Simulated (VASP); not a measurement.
# VH2 in VASP: further runs

Runs on VH2. Level: r2SCAN. Tasks: single point, relaxation of cell and atoms.

Program: VASP 6.6.1. These are calculated values, not measurements. Logs are shortened: lines on timing, memory, paths and dates and some standing lists are left out, and cuts for length are marked.

## Step 1: The cell of the first run

Symmetry: Fm-3m, No. 225, cubic system. Conventional cell: a = 4.188 Å, b = 4.188 Å, c = 4.188 Å, α = 90.00°, β = 90.00°, γ = 90.00°. Within 2.4 Å of V (site symmetry m-3m) lie 8 H at 1.81 Å. H (site symmetry -43m) has 4 V at 1.81 Å and 6 H at 2.09 Å within 2.4 Å.

## Step 2: Single point, r2SCAN, collinear spin, ferromagnetic start

Input file POSCAR:

```
VH2
1.0
    0.0000000000      2.0937543505      2.0937543505
    2.0937543505      0.0000000000      2.0937543505
    2.0937543505      2.0937543505      0.0000000000
V H
1 2
Direct
    0.0000000000      0.0000000000      0.0000000000
    0.2500000000      0.2500000000      0.2500000000
    0.7500000000      0.7500000000      0.7500000000
```

Input file INCAR.step1:

```
ALGO = Normal ; EDIFF = 1E-4
ENCUT = 520 ; GGA = PE
ISMEAR = 0 ; ISPIN = 2
LASPH = T ; LCHARG = F
LMAXMIX = 4 ; LREAL = F
LWAVE = T ; MAGMOM = 1.04 0 0
NBANDS = 18 ; NELM = 150
PREC = Accurate ; SIGMA = 0.1
```

Input file INCAR.step2:

```
ALGO = Normal ; EDIFF = 1E-7
ENCUT = 520 ; ISIF = 2
ISMEAR = 0 ; ISPIN = 2
ISTART = 1 ; LASPH = T
LCHARG = F ; LMAXMIX = 4
LMIXTAU = T ; LORBIT = 11
LREAL = F ; LWAVE = F
MAGMOM = 1.04 0 0 ; METAGGA = R2SCAN
NBANDS = 18 ; NELM = 150
PREC = Accurate ; SIGMA = 0.1
```

Input file KPOINTS:

```
k-points
0
Gamma
  16 16 16
```

Potentials or basis: VASP PAW PBE potentials, release 64 (V_sv, H).

Launch:

```
cat potpaw_PBE.64/V_sv/POTCAR potpaw_PBE.64/H/POTCAR > POTCAR
cp INCAR.step1 INCAR
mpirun -np 1 vasp_std > vasp.out
cp INCAR.step2 INCAR
mpirun -np 1 vasp_std > vasp.out
```

OUTCAR:

```text
EDIFF = 1E-7
   ENCUT = 520
   ISIF = 2
   ISMEAR = 0
   ISPIN = 2
   ISTART = 1
   LASPH = T
   LORBIT = 11
   LREAL = F
   METAGGA = R2SCAN
   NELM = 150
   PREC = Accurate

 ion  position               nearest neighbor table
   1  0.000  0.000  0.000-   2 1.81   3 1.81   3 1.81   3 1.81   3 1.81   2 1.81   2 1.81   2 1.81

   2  0.250  0.250  0.250-   1 1.81   1 1.81   1 1.81   1 1.81
   3  0.750  0.750  0.750-   1 1.81   1 1.81   1 1.81   1 1.81

  LATTYP: Found a face centered cubic cell.
 ALAT       =     4.1875087010

  Lattice vectors:

 A1 = (   0.0000000000,   2.0937543505,   2.0937543505)
 A2 = (   2.0937543505,   0.0000000000,   2.0937543505)
 A3 = (   2.0937543505,   2.0937543505,   0.0000000000)

Analysis of symmetry for initial positions (statically):
=====================================================================
 Subroutine PRICEL returns:
 Original cell was already a primitive cell.

 Routine SETGRP: Setting up the symmetry group for a
 face centered cubic supercell.

 Subroutine GETGRP returns: Found 48 space group operations
 (whereof 48 operations were pure point group operations)
 out of a pool of 48 trial point group operations.

The static configuration has the point symmetry O_h .

Analysis of symmetry for dynamics (positions and initial velocities):
=====================================================================
 Subroutine PRICEL returns:
 Original cell was already a primitive cell.

 Routine SETGRP: Setting up the symmetry group for a
 face centered cubic supercell.

 Subroutine GETGRP returns: Found 48 space group operations
 (whereof 48 operations were pure point group operations)
 out of a pool of 48 trial point group operations.

The dynamic configuration has the point symmetry O_h .

Analysis of structural, dynamic, and magnetic symmetry:
=====================================================================
 Subroutine PRICEL returns:
 Original cell was already a primitive cell.

 Routine SETGRP: Setting up the symmetry group for a
 face centered cubic supercell.

 Subroutine GETGRP returns: Found 48 space group operations
 (whereof 48 operations were pure point group operations)
 out of a pool of 48 trial point group operations.

The overall configuration has the point symmetry O_h .

 Subroutine INISYM returns: Found 48 space group operations
 (whereof 48 operations are pure point group operations),
 and found     1 'primitive' translations

[... 121 lines left out ...]
   METAGGA = R2SCAN    functional components
   LHFCALC =     F    Hartree Fock is set to
   AEXX    =    0.0000 exact exchange contribution
   IVDW    =     0    specifies the selected vdW correction
   LEPSILON=     F    determine dielectric tensor
   LRPA    =     F    only Hartree local field effects (RPA)
 spin polarized calculation
 Gauss-broadening in eV      SIGMA  =   0.10
  energy-cutoff  :      520.00
  volume of cell :       18.36
 maximum number of plane-waves:       531
 NGX is ok and might be reduce to    24
   NGX = 11   NGY = 11   NGZ = 11

 number of electron      14.9999994 magnetization       0.0000034

 Free energy of the ion-electron system (eV)
  ---------------------------------------------------
  ext. energy  EPLUGINS =         0.00000000
  ---------------------------------------------------
  free energy    TOTEN  =       -21.74167581 eV

  energy without entropy =      -21.73515557  energy(sigma->0) =      -21.73841569

 E-fermi :   8.8343     XC(G=0): -13.3506

 val. band max:        8.8265439257   @ k =   0.2500   0.2500   0.0000
 cond. band min:       8.8364492929   @ k =   0.5000   0.2500   0.0625
 fundamental gap:      0.0099053673
 Fermi energy:         8.8342663831

 spin component 1

 k-point     1 :       0.0000    0.0000    0.0000
  band No.  band energies     occupation
      1     -58.4100      1.00000
      2     -30.9510      1.00000
      3     -30.9510      1.00000
      4     -30.9510      1.00000
      5      -3.6048      1.00000
      6       7.7771      1.00000
[... 493 lines left out ...]
     17      30.4249      0.00000
     18      31.2553      0.00000

 [... further k-points ...]

 spin component 2

 k-point     1 :       0.0000    0.0000    0.0000
  band No.  band energies     occupation
      1     -58.4100      1.00000
      2     -30.9510      1.00000
      3     -30.9510      1.00000
      4     -30.9510      1.00000
      5      -3.6048      1.00000
      6       7.7771      1.00000
[... 493 lines left out ...]
     17      30.4249      0.00000
     18      31.2553      0.00000

 [... further k-points ...]

------------------------ aborting loop because EDIFF is reached ----------------------------------------

  FORCE on cell =-STRESS in cart. coord.  units (eV):
  Direction    XX          YY          ZZ          XY          YZ          ZX
  --------------------------------------------------------------------------------------
  -------------------------------------------------------------------------------------
  Total        0.0473708      0.0473708      0.0473708      0.0000000      0.0000000      0.0000000
  in kB        4.1344160      4.1344160      4.1344160      0.0000000      0.0000000      0.0000000
  external PRESSURE =       4.1344160 kB  Pullay stress =       0.0000000 kB

 VOLUME and BASIS-vectors are now :
 -----------------------------------------------------------------------------
  energy-cutoff  :      520.00
  volume of cell :       18.36
      direct lattice vectors                 reciprocal lattice vectors
     0.000000000  2.093754350  2.093754350    -0.238805474  0.238805474  0.238805474
     2.093754350  0.000000000  2.093754350     0.238805474 -0.238805474  0.238805474
     2.093754350  2.093754350  0.000000000     0.238805474  0.238805474 -0.238805474

 POSITION                                       TOTAL-FORCE (eV/Angst)
 -----------------------------------------------------------------------------------
      0.00000      0.00000      0.00000        -0.000000     -0.000000      0.000000
      1.04688      1.04688      1.04688        -0.000000      0.000000     -0.000000
      3.14063      3.14063      3.14063         0.000000      0.000000      0.000000
 -----------------------------------------------------------------------------------
    total drift:                               -0.000000      0.000000      0.000000

  FREE ENERGIE OF THE ION-ELECTRON SYSTEM (eV)
  ---------------------------------------------------
  free  energy   TOTEN  =       -21.7416758114 eV

  energy  without entropy=      -21.7351555746  energy(sigma->0) =      -21.73841569

 total charge

# of ion       s       p       d       tot
------------------------------------------
    1        2.213   6.237   3.182  11.632
    2        0.597   0.030   0.000   0.627
    3        0.597   0.030   0.000   0.627
--------------------------------------------------
tot          3.408   6.297   3.182  12.887

 magnetization (x)

# of ion       s       p       d       tot
------------------------------------------
    1        0.000   0.000   0.000   0.000
    2       -0.000   0.000   0.000  -0.000
    3       -0.000   0.000   0.000  -0.000
--------------------------------------------------
tot         -0.000   0.000   0.000   0.000
```

OUTCAR.step1:

```text
EDIFF = 1E-4
   ENCUT = 520
   GGA = PE
   ISMEAR = 0
[... 1258 lines left out ...]
      0.00000      0.00000      0.00000        -0.000000     -0.000000     -0.000000
      1.04688      1.04688      1.04688         0.000000      0.000000     -0.000000
      3.14063      3.14063      3.14063        -0.000000     -0.000000      0.000000
 -----------------------------------------------------------------------------------
    total drift:                               -0.000000      0.000000      0.000000

  FREE ENERGIE OF THE ION-ELECTRON SYSTEM (eV)
  ---------------------------------------------------
  free  energy   TOTEN  =       -16.3909597681 eV

  energy  without entropy=      -16.3841738565  energy(sigma->0) =      -16.38756681
```

It took 2.1 min on 1 thread of Intel Xeon 6975P-C (Granite Rapids), shared host; peak memory 0.21 GiB.

What came out:

* Free energy: -21.7417 eV
* Pressure: 0.4 GPa
* Net moment: 0.00 μB per cell
* Valence electrons inside the program's atomic spheres: V 11.63; H 0.63

Levels at points of the mesh, in eV from the Fermi level:
Spin up:
```csv
k point,band 6,band 7,band 8,band 9,band 10,band 11
"(0.00, 0.00, 0.00)",-1.06,-1.06,-1.06,0.82,0.82,0.86
"(0.50, 0.00, 0.00)",-6.22,-0.92,-0.92,1.65,1.65,4.62
"(0.50, 0.50, 0.00)",-6.25,-3.90,1.73,1.78,1.78,7.48
```
Spin down:
```csv
k point,band 5,band 6,band 7,band 8,band 9,band 10,band 11,band 12
"(0.00, 0.00, 0.00)",-12.44,-1.06,-1.06,-1.06,0.82,0.82,0.86,17.06
"(0.50, 0.00, 0.00)",-8.66,-6.22,-0.92,-0.92,1.65,1.65,4.62,8.11
"(0.50, 0.50, 0.00)",-7.12,-6.25,-3.90,1.73,1.78,1.78,7.48,8.31
```

Caveat: the moments typed at the start vanished in this run; the PAW data sets were made with another functional, which shifts forces and pressure a little.

## Step 3: Relaxation of cell and atoms, r2SCAN, target pressure 30 GPa, at which the enthalpy is minimised

This run uses another cell than the first one, of 5.38 Å³/atom.

Input file POSCAR:

```
VH2
1.0
    0.0000000000      2.0063026870      2.0063026870
    2.0063026870      0.0000000000      2.0063026870
    2.0063026870      2.0063026870      0.0000000000
V H
1 2
Direct
    0.0000000000      0.0000000000      0.0000000000
    0.2500000000      0.2500000000      0.2500000000
    0.7500000000      0.7500000000      0.7500000000
```

Input file INCAR.step1:

```
SYSTEM = VH2
PREC = Accurate ; ENCUT = 600
ISMEAR = 0 ; SIGMA = 0.1
LREAL = .FALSE. ; LASPH = .TRUE.
NELM = 60 ; GGA = PE
ALGO = Normal ; EDIFF = 1E-4
LWAVE = .TRUE. ; LCHARG = .FALSE.
```

Input file INCAR.step2:

```
SYSTEM = VH2
PREC = Accurate ; ENCUT = 600
EDIFF = 1E-6 ; ISMEAR = 0
SIGMA = 0.1 ; LREAL = .FALSE.
LASPH = .TRUE. ; NELM = 60
ALGO = Normal ; ISIF = 3
LWAVE = .FALSE. ; LCHARG = .FALSE.
METAGGA = R2SCAN ; LMIXTAU = .TRUE.
IBRION = 2 ; NSW = 70
EDIFFG = -0.008 ; PSTRESS = 300.0
ISTART = 1
```

Input file KPOINTS:

```
regular mesh
0
G
  16 16 16
  0 0 0
```

Potentials or basis: VASP PAW PBE potentials, release 64 (V_sv, H).

Launch:

```
cat potpaw_PBE.64/V_sv/POTCAR potpaw_PBE.64/H/POTCAR > POTCAR
cp INCAR.step1 INCAR
mpirun -np 1 vasp_std > vasp.out
cp INCAR.step2 INCAR
mpirun -np 1 vasp_std > vasp.out
```

OUTCAR:

```text
SYSTEM = VH2
   PREC = Accurate
   ENCUT = 600
   EDIFF = 1E-6
   ISMEAR = 0
   LREAL = .FALSE.
   LASPH = .TRUE.
   NELM = 60
   ISIF = 3
   METAGGA = R2SCAN
   IBRION = 2
   NSW = 70
   EDIFFG = -0.008
   PSTRESS = 300.0
   ISTART = 1

 ion  position               nearest neighbor table
   1  0.000  0.000  0.000-   3 1.74   3 1.74   3 1.74   2 1.74   3 1.74   2 1.74   2 1.74   2 1.74

   2  0.250  0.250  0.250-   1 1.74   1 1.74   1 1.74   1 1.74
   3  0.750  0.750  0.750-   1 1.74   1 1.74   1 1.74   1 1.74

  LATTYP: Found a face centered cubic cell.
 ALAT       =     4.0126053740

  Lattice vectors:

 A1 = (   0.0000000000,   2.0063026870,   2.0063026870)
 A2 = (   2.0063026870,   0.0000000000,   2.0063026870)
 A3 = (   2.0063026870,   2.0063026870,   0.0000000000)

Analysis of symmetry for initial positions (statically):
=====================================================================
 Subroutine PRICEL returns:
 Original cell was already a primitive cell.

 Routine SETGRP: Setting up the symmetry group for a
 face centered cubic supercell.

 Subroutine GETGRP returns: Found 48 space group operations
 (whereof 48 operations were pure point group operations)
 out of a pool of 48 trial point group operations.

The static configuration has the point symmetry O_h .

Analysis of symmetry for dynamics (positions and initial velocities):
=====================================================================
 Subroutine PRICEL returns:
 Original cell was already a primitive cell.

 Routine SETGRP: Setting up the symmetry group for a
 face centered cubic supercell.

 Subroutine GETGRP returns: Found 48 space group operations
 (whereof 48 operations were pure point group operations)
 out of a pool of 48 trial point group operations.

The dynamic configuration has the point symmetry O_h .

 Subroutine INISYM returns: Found 48 space group operations
 (whereof 48 operations are pure point group operations),
 and found     1 'primitive' translations

[... 128 lines left out ...]
 non-spin polarized calculation
 Gauss-broadening in eV      SIGMA  =   0.10
  energy-cutoff  :      600.00
  volume of cell :       16.15
 maximum number of plane-waves:       553
   NGX = 11   NGY = 11   NGZ = 11

--------------------------------------- Ionic step        1  -------------------------------------------

 number of electron      14.9999995 magnetization

 Free energy of the ion-electron system (eV)
  ---------------------------------------------------
  ext. energy  EPLUGINS =         0.00000000
  ---------------------------------------------------
  free energy    TOTEN  =       -21.54196800 eV

  energy without entropy =      -21.53664250  energy(sigma->0) =      -21.53930525

------------------------ aborting loop because EDIFF is reached ----------------------------------------

  FORCE on cell =-STRESS in cart. coord.  units (eV):
  Direction    XX          YY          ZZ          XY          YZ          ZX
  --------------------------------------------------------------------------------------
  -------------------------------------------------------------------------------------
  Total        3.1750305      3.1750305      3.1750305      0.0000000      0.0000000      0.0000000
  in kB      314.9481926    314.9481926    314.9481926      0.0000000      0.0000000      0.0000000
  external PRESSURE =      14.9481926 kB  Pullay stress =     300.0000000 kB
[... 65 lines left out ...]
--------------------------------------- Ionic step        3  -------------------------------------------

 number of electron      14.9999996 magnetization

 Free energy of the ion-electron system (eV)
  ---------------------------------------------------
  ext. energy  EPLUGINS =         0.00000000
  ---------------------------------------------------
  free energy    TOTEN  =       -21.55724410 eV

  energy without entropy =      -21.55187686  energy(sigma->0) =      -21.55456048

 E-fermi :  10.3065     XC(G=0): -14.0953

 val. band max:       10.3052357138   @ k =  -0.2500   0.2500   0.0625
 cond. band min:      10.3086558173   @ k =   0.5000   0.2500   0.0625
 fundamental gap:      0.0034201035
 Fermi energy:        10.3064774261

 k-point     1 :       0.0000    0.0000    0.0000
  band No.  band energies     occupation
      1     -56.8631      2.00000
      2     -29.3152      2.00000
      3     -29.3152      2.00000
      4     -29.3152      2.00000
      5      -2.9394      2.00000
      6       9.0644      2.00000
      7       9.0644      2.00000
      8       9.0644      2.00000
      9      11.2852      0.00000
     10      11.2887      0.00000
     11      11.2887      0.00000
[... 309 lines left out ...]
 k-point    24 :      -0.0625    0.0625    0.0000
  band No.  band energies     occupation
      1     -56.8522      2.00000
      2     -29.3777      2.00000
      3     -29.3318      2.00000
      4     -29.3195      2.00000
      5      -2.6057      2.00000
      6       7.6259      2.00000
      7       9.1948      2.00000
      8       9.2053      2.00000
      9      11.1277      0.00000
     10      11.2935      0.00000
     11      12.9346      0.00000

 [... further k-points ...]
[... 5 lines left out ...]
  --------------------------------------------------------------------------------------
  -------------------------------------------------------------------------------------
  Total        3.0395751      3.0395751      3.0395751     -0.0000000     -0.0000000     -0.0000000
  in kB      300.0327540    300.0327540    300.0327540     -0.0000000     -0.0000000     -0.0000000
  external PRESSURE =       0.0327540 kB  Pullay stress =     300.0000000 kB
[... 22 lines left out ...]
  energy  without entropy=      -21.5518768580  energy(sigma->0) =      -21.55456048

  enthalpy is  TOTEN    =       -18.5180008655 eV   P V=        3.0392432300

 reached required accuracy - stopping structural energy minimisation
```

OSZICAR.step1:

```text
N       E                     dE             d eps       ncg     rms          rms(c)
DAV:   1     0.111741257415E+03    0.11174E+03   -0.87293E+03  3190   0.163E+03
DAV:   2    -0.159819891266E+02   -0.12772E+03   -0.12404E+03  3262   0.418E+02
DAV:   3    -0.185841985810E+02   -0.26022E+01   -0.25358E+01  3692   0.674E+01
DAV:   4    -0.186036843665E+02   -0.19486E-01   -0.19465E-01  3350   0.596E+00
DAV:   5    -0.186039023064E+02   -0.21794E-03   -0.21794E-03  3607   0.616E-01    0.315E+01
DAV:   6    -0.162518467062E+02    0.23521E+01   -0.96436E+00  3442   0.451E+01    0.546E+00
DAV:   7    -0.161790232528E+02    0.72823E-01   -0.18696E-01  3310   0.518E+00    0.343E+00
DAV:   8    -0.161548430427E+02    0.24180E-01   -0.43477E-02  3481   0.273E+00    0.509E-01
DAV:   9    -0.161549550405E+02   -0.11200E-03   -0.63042E-04  3205   0.354E-01    0.290E-01
DAV:  10    -0.161549863980E+02   -0.31358E-04   -0.31866E-05  1667   0.634E-02
   1 F= -.16154986E+02 E0= -.16152223E+02  d E =-.552646E-02
```

Run time: 73 s. Hardware: 1 thread of Intel Xeon 6975P-C (Granite Rapids), shared host; peak memory 0.18 GiB.

Results:

```yaml
Free_energy: -21.5572 eV
Relaxed_volume: 5.41 Å³/atom
Relaxed_cell: a = 2.842 Å, b = 2.842 Å, c = 2.842 Å, α = 60.00°, β = 60.00°, γ = 60.00°
Space_group_after_relaxing_to_0.1_Å: Fm-3m (No. 225)
Energy_change_on_relaxing_the_run_minimises_the_enthalpy: -5.1 meV/atom
Ionic_steps: 3
Pressure_after_relaxing: 30.0 GPa
Band_gap_on_the_k_mesh: zero (an odd number of electrons rules out a gap without spin polarisation)
```

Step by step:
```csv
step,energy change (eV),largest force (eV/Å),pressure (GPa),volume (Å³)
1,0.0000,0.0000,31.49,16.15
2,-0.0223,0.0000,29.28,16.27
3,-0.0153,0.0000,30.00,16.23
```

Final structure:
```xyz
3
Lattice="0.0000 2.0096 2.0096 2.0096 0.0000 2.0096 2.0096 2.0096 0.0000" Properties=species:S:1:pos:R:3 pbc="T T T"
V     0.0000    0.0000    0.0000
H     1.0048    1.0048    1.0048
H     3.0144    3.0144    3.0144
```

Caveat: the cell is relaxed towards a set pressure, so the run minimises the enthalpy, not the energy; the PAW data sets were made with another functional, which shifts forces and pressure a little; an odd number of electrons without spin polarisation forces a metal; a magnetic or distorted state may lie lower. Zero-point motion and thermal expansion aren't in these numbers.

(Continued in part 2 of 2.)
